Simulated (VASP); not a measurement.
# Cu3O2 (I4/mmm) in VASP: further runs

Cu3O2 is run at these levels: LDA; tasks: single point.

Everything below comes from runs of VASP 6.6.1. Logs are shortened: lines on timing, memory, paths and dates and some standing lists are left out, and cuts for length are marked.

### Step 1. The cell of the first run

It takes space group I4/mmm (No. 139, tetragonal). The conventional cell has a = 3.949 Å, b = 3.949 Å, c = 6.794 Å, α = 90.00°, β = 90.00°, γ = 90.00°. Within 2.3 Å of Cu (site symmetry -4m2) lie 2 O at 1.70 Å. Within 2.6 Å of Cu (site symmetry 4/mmm) lie 4 O at 1.97 Å. Within 2.3 Å of O (site symmetry mmm) lie 4 Cu at 1.70 to 1.97 Å.

### Step 2. Single point, LDA

INCAR reads:

```
PREC = Accurate ; ENCUT = 520
EDIFF = 1E-7 ; ISMEAR = 0
SIGMA = 0.15 ; LREAL = False
LASPH = True ; NELM = 80
ALGO = Normal ; ISIF = 2
LWAVE = False ; LCHARG = False
GGA = CA ; NBANDS = 30
```

KPOINTS reads:

```
Automatic mesh
0
Gamma
  14 14 14
```

POSCAR reads:

```
Cu3O2
1.0
   -1.9745500000      1.9745500000      3.3971000000
    1.9745500000     -1.9745500000      3.3971000000
    1.9745500000      1.9745500000     -3.3971000000
Cu O
3 2
Direct
    0.2500000000      0.7500000000      0.5000000000
    0.7500000000      0.2500000000      0.5000000000
    0.0000000000      0.0000000000      0.0000000000
    0.0000000000      0.5000000000      0.5000000000
    0.5000000000      0.0000000000      0.5000000000
```

Potentials or basis: VASP PAW LDA potentials, release 64 (Cu, O).

Started as:

```sh
> cat potpaw_LDA.64/Cu/POTCAR potpaw_LDA.64/O/POTCAR > POTCAR
> mpirun -np 1 vasp_std > vasp.out
```

OUTCAR:

```text
PREC = Accurate
   ENCUT = 520
   EDIFF = 1E-7
   ISMEAR = 0
   LREAL = False
   LASPH = True
   NELM = 80
   ISIF = 2
   GGA = CA

 ion  position               nearest neighbor table
   1  0.250  0.750  0.500-   4 1.70   5 1.70   3 2.60   3 2.60   3 2.60   3 2.60   2 2.79   2 2.79
                             2 2.79   2 2.79
   2  0.750  0.250  0.500-   4 1.70   5 1.70   3 2.60   3 2.60   3 2.60   3 2.60   1 2.79   1 2.79
                             1 2.79   1 2.79
   3  0.000  0.000  0.000-   4 1.97   5 1.97   4 1.97   5 1.97   1 2.60   2 2.60   1 2.60   2 2.60
                             2 2.60   2 2.60   1 2.60   1 2.60
   4  0.000  0.500  0.500-   1 1.70   2 1.70   3 1.97   3 1.97
   5  0.500  0.000  0.500-   1 1.70   2 1.70   3 1.97   3 1.97

  LATTYP: Found a body centered tetragonal cell.
 ALAT       =     3.9491000000
 C/A-ratio  =     1.7204426325

  Lattice vectors:

 A1 = (  -1.9745500000,   1.9745500000,   3.3971000000)
 A2 = (   1.9745500000,  -1.9745500000,   3.3971000000)
 A3 = (   1.9745500000,   1.9745500000,  -3.3971000000)

Analysis of symmetry for initial positions (statically):
=====================================================================
 Subroutine PRICEL returns:
 Original cell was already a primitive cell.

 Routine SETGRP: Setting up the symmetry group for a
 body centered tetragonal supercell.

 Subroutine GETGRP returns: Found 16 space group operations
 (whereof 16 operations were pure point group operations)
 out of a pool of 16 trial point group operations.

The static configuration has the point symmetry D_4h.

Analysis of symmetry for dynamics (positions and initial velocities):
=====================================================================
 Subroutine PRICEL returns:
 Original cell was already a primitive cell.

 Routine SETGRP: Setting up the symmetry group for a
 body centered tetragonal supercell.

 Subroutine GETGRP returns: Found 16 space group operations
 (whereof 16 operations were pure point group operations)
 out of a pool of 16 trial point group operations.

The dynamic configuration has the point symmetry D_4h.

 Subroutine INISYM returns: Found 16 space group operations
 (whereof 16 operations are pure point group operations),
 and found     1 'primitive' translations

----------------------------------------------------------------------------------------

                                     Primitive cell

  volume of cell :      52.9791

  direct lattice vectors                    reciprocal lattice vectors
    -1.974550000  1.974550000  3.397100000     0.000000000  0.253222253  0.147184363
     1.974550000 -1.974550000  3.397100000     0.253222253  0.000000000  0.147184363
     1.974550000  1.974550000 -3.397100000     0.253222253  0.253222253  0.000000000

  length of vectors
     4.397497449  4.397497449  4.397497449     0.292890331  0.292890331  0.358110345

  position of ions in fractional coordinates (direct lattice)
     0.250000000  0.750000000  0.500000000
     0.750000000  0.250000000  0.500000000
     0.000000000  0.000000000  0.000000000
     0.000000000  0.500000000  0.500000000
     0.500000000  0.000000000  0.500000000

  ion indices of the primitive-cell ions
   primitive index   ion index
                 1           1
                 2           2
                 3           3
                 4           4
                 5           5

----------------------------------------------------------------------------------------

 KPOINTS: Automatic mesh

Automatic generation of k-mesh.
 Grid dimensions read from file:
 generate k-points for:   14   14   14

 Generating k-lattice:

  Cartesian coordinates                     Fractional coordinates (reciprocal lattice)
     0.000000000  0.018087304  0.010513169     0.071428571 -0.000000000  0.000000000
     0.018087304  0.000000000  0.010513169    -0.000000000  0.071428571  0.000000000
     0.018087304  0.018087304  0.000000000     0.000000000  0.000000000  0.071428571

  Length of vectors
     0.020920738  0.020920738  0.025579310

  Shift w.r.t. Gamma in fractional coordinates (k-lattice)
     0.000000000  0.000000000  0.000000000

 Subroutine IBZKPT returns following result:
 ===========================================

 Found    244 irreducible k-points:

 Following reciprocal coordinates:
            Coordinates               Weight
  0.000000  0.000000  0.000000      1.000000
  0.071429  0.000000 -0.000000      8.000000
  0.142857  0.000000 -0.000000      8.000000
  0.214286  0.000000 -0.000000      8.000000
  0.285714  0.000000  0.000000      8.000000
  0.357143  0.000000 -0.000000      8.000000
[... 16 lines left out ...]
  0.214286  0.142857 -0.000000     16.000000
  0.285714  0.142857  0.000000     16.000000
 [... further k-points ...]
   k-points           NKPTS =    244   k-points in BZ     NKDIM =    244   number of bands    NBANDS=     30
   number of dos      NEDOS =    301   number of ions     NIONS =      5
   total plane-waves  NPLWV =  46656
   dimension x,y,z NGX =    36 NGY =   36 NGZ =   36
   dimension x,y,z NGXF=    72 NGYF=   72 NGZF=   72
   ions per type =               3   2
   NGX,Y,Z   is equivalent  to a cutoff of  13.61, 13.61, 13.61 a.u.
   NGXF,Y,Z  is equivalent  to a cutoff of  27.22, 27.22, 27.22 a.u.
 SYSTEM =  unknown system
   PREC   = accura    normal or accurate (medium, high low for compatibility)
   ISTART =      0    job   : 0-new  1-cont  2-samecut
   ICHARG =      2    charge: 1-file 2-atom 10-const
   ISPIN  =      1    spin polarized calculation?
   LNONCOLLINEAR =      F non collinear calculations
   LSORBIT =      F    spin-orbit coupling
   LASPH  =      T    aspherical Exc in radial PAW
   ENCUT  =  520.0 eV  38.22 Ry    6.18 a.u.   8.18  8.18  8.18*2*pi/ulx,y,z
   NELM   =     80;   NELMIN=  2; NELMDL= -5     # of ELM steps
   EDIFF  = 0.1E-06   stopping-criterion for ELM
   LREAL  =      F    real-space projection
   EDIFFG = 0.1E-05   stopping-criterion for IOM
   NSW    =      0    number of steps for IOM
   IBRION =     -1    ionic relax: 0-MD 1-quasi-New 2-CG
   NFREE  =      0    steps in history (QN), initial steepest desc. (CG)
   ISIF   =      2    stress and relaxation
   ISYM   =      2    0-nonsym 1-usesym 2-fastsym
   POTIM  = 0.5000    time-step for ionic-motion
   TEBEG  =    0.0;   TEEND  =   0.0 temperature during run
   PSTRESS=    0.0 pullay stress
   NELECT =      45.0000    total number of electrons
   NUPDOWN=      -1.0000    fix difference up-down
   EMIN   =  10.00;   EMAX   =-10.00  energy-range for DOS
   EFERMI =   0.00;   METHOD = LEGACY
   ISMEAR =     0;   SIGMA  =   0.15  broadening in eV -4-tet -1-fermi 0-gaus
   EFERMI_NEDOS =   21; number of points for ismear=-14 and -15
   IALGO  =     38    algorithm
   IMIX   =      4    mixing-type and parameters
     AMIX     =   0.40;   BMIX     =  1.00
     AMIX_MAG =   1.60;   BMIX_MAG =  1.00
  volume/ion in A,a.u.               =      10.60        71.50
  Fermi-wavevector in a.u.,A,eV,Ry     =   1.550401  2.929834 32.704927  2.403744
  Thomas-Fermi vector in A             =   2.655070
   LORBIT       =      0    0 simple, 1 ext, 2 COOP (PROOUT), +10 PAW based schemes
   GGA     = CA    functional components
   LHFCALC =     F    Hartree Fock is set to
   AEXX    =    0.0000 exact exchange contribution
   IVDW    =     0    specifies the selected vdW correction
   LEPSILON=     F    determine dielectric tensor
   LRPA    =     F    only Hartree local field effects (RPA)
 non-spin polarized calculation
 Gauss-broadening in eV      SIGMA  =   0.15
  energy-cutoff  :      520.00
  volume of cell :       52.98
 maximum number of plane-waves:      1477
 NGX is ok and might be reduce to    36
   NGX = 17   NGY = 17   NGZ = 17

 number of electron      44.9999993 magnetization

 Free energy of the ion-electron system (eV)
  ---------------------------------------------------
  ext. energy  EPLUGINS =         0.00000000
  ---------------------------------------------------
  free energy    TOTEN  =       -26.83928479 eV

  energy without entropy =      -26.81550832  energy(sigma->0) =      -26.82739656

 E-fermi :   5.6966     XC(G=0): -12.3260

 val. band max:        5.6963038222   @ k =  -0.4286   0.5000   0.2857
 cond. band min:       5.7070758665   @ k =   0.1429   0.1429  -0.0000
 fundamental gap:      0.0107720443
 Fermi energy:         5.6966047855

 k-point     1 :       0.0000    0.0000    0.0000
  band No.  band energies     occupation
      1     -14.5500      2.00000
      2     -12.8514      2.00000
      3      -2.6280      2.00000
      4      -1.2391      2.00000
      5      -1.2391      2.00000
      6      -0.1409      2.00000
[... 22 lines left out ...]
     29      17.1100      0.00000
     30      17.3503      0.00000

 k-point     2 :       0.0714    0.0000   -0.0000
  band No.  band energies     occupation
      1     -14.5263      2.00000
      2     -12.8689      2.00000
      3      -2.6076      2.00000
      4      -1.2725      2.00000
      5      -1.2167      2.00000
      6      -0.2058      2.00000
[... 22 lines left out ...]
     29      16.7468      0.00000
     30      17.8343      0.00000

 k-point     3 :       0.1429    0.0000   -0.0000
  band No.  band energies     occupation
      1     -14.4572      2.00000
      2     -12.9221      2.00000
      3      -2.5475      2.00000
      4      -1.3679      2.00000
      5      -1.1503      2.00000
      6      -0.3757      2.00000
[... 22 lines left out ...]
     29      16.4958      0.00000
     30      18.0432      0.00000

 k-point     4 :       0.2143    0.0000   -0.0000
  band No.  band energies     occupation
      1     -14.3468      2.00000
      2     -13.0094      2.00000
      3      -2.4492      2.00000
      4      -1.5093      2.00000
      5      -1.0423      2.00000
      6      -0.6124      2.00000
[... 616 lines left out ...]
     29      16.3739      0.00000
     30      17.2190      0.00000

 k-point    23 :       0.2143    0.1429   -0.0000
  band No.  band energies     occupation
      1     -14.1801      2.00000
      2     -13.1581      2.00000
      3      -2.0203      2.00000
      4      -1.5826      2.00000
      5      -1.2610      2.00000
      6      -0.9566      2.00000
[... 22 lines left out ...]
     29      16.1371      0.00000
     30      17.5096      0.00000

 k-point    24 :       0.2857    0.1429    0.0000
  band No.  band energies     occupation
      1     -14.0216      2.00000
      2     -13.2845      2.00000
      3      -1.8067      2.00000
      4      -1.7456      2.00000
      5      -1.5635      2.00000
      6      -0.8548      2.00000
[... 22 lines left out ...]
     29      15.9049      0.00000
     30      17.5706      0.00000

 [... further k-points ...]
[... 5 lines left out ...]
  --------------------------------------------------------------------------------------
  -------------------------------------------------------------------------------------
  Total        1.2662523      1.2662523     15.2393731      0.0000000      0.0000000      0.0000000
  in kB       38.2936030     38.2936030    460.8643240      0.0000000      0.0000000      0.0000000
  external PRESSURE =     179.1505100 kB  Pullay stress =       0.0000000 kB

 VOLUME and BASIS-vectors are now :
 -----------------------------------------------------------------------------
  energy-cutoff  :      520.00
  volume of cell :       52.98
      direct lattice vectors                 reciprocal lattice vectors
    -1.974550000  1.974550000  3.397100000     0.000000000  0.253222253  0.147184363
     1.974550000 -1.974550000  3.397100000     0.253222253  0.000000000  0.147184363
     1.974550000  1.974550000 -3.397100000     0.253222253  0.253222253  0.000000000

 POSITION                                       TOTAL-FORCE (eV/Angst)
 -----------------------------------------------------------------------------------
      1.97455     -0.00000      1.69855        -0.000000      0.000000     -0.000000
     -0.00000      1.97455      1.69855         0.000000     -0.000000      0.000000
      0.00000      0.00000      0.00000         0.000000     -0.000000      0.000000
      1.97455      0.00000      0.00000         0.000000     -0.000000      0.000000
      0.00000      1.97455      0.00000         0.000000     -0.000000      0.000000
 -----------------------------------------------------------------------------------
    total drift:                                0.000000      0.000000      0.000000

  FREE ENERGIE OF THE ION-ELECTRON SYSTEM (eV)
  ---------------------------------------------------
  free  energy   TOTEN  =       -26.8392847948 eV

  energy  without entropy=      -26.8155083176  energy(sigma->0) =      -26.82739656
```

Wall time 9 min (1 thread of Intel Xeon Platinum 8375C at 2.90GHz (Ice Lake), shared host); peak memory 0.41 GiB.

Results:

| Item | Value |
| --- | --- |
| Free energy | -26.8393 eV |
| Pressure | 17.9 GPa |

Stress tensor (GPa, compression positive):
```
 3.83  0.00  0.00
 0.00  3.83  0.00
 0.00  0.00 46.09
```

Levels at points of the mesh, in eV from the Fermi level:
```tsv
k point	band 19	band 20	band 21	band 22	band 23	band 24	band 25	band 26	band 27	band 28
(0.00, 0.00, 0.00)	-1.98	-1.94	-0.82	-0.82	0.45	1.17	5.16	5.16	7.38	7.50
(0.50, 0.00, 0.00)	-1.77	-1.52	-1.10	-0.75	-0.19	3.36	3.79	8.21	8.87	8.91
(0.50, 0.50, 0.00)	-1.82	-0.68	-0.49	-0.29	0.09	1.23	3.82	4.45	8.95	9.66
(0.50, 0.50, 0.50)	-2.12	-1.94	-1.38	-0.28	-0.28	3.55	5.64	6.55	6.55	7.06
```

Caveat: an odd number of electrons without spin polarisation forces a metal; a magnetic or distorted state may lie lower.

(Part 1 of 3 ends here.)
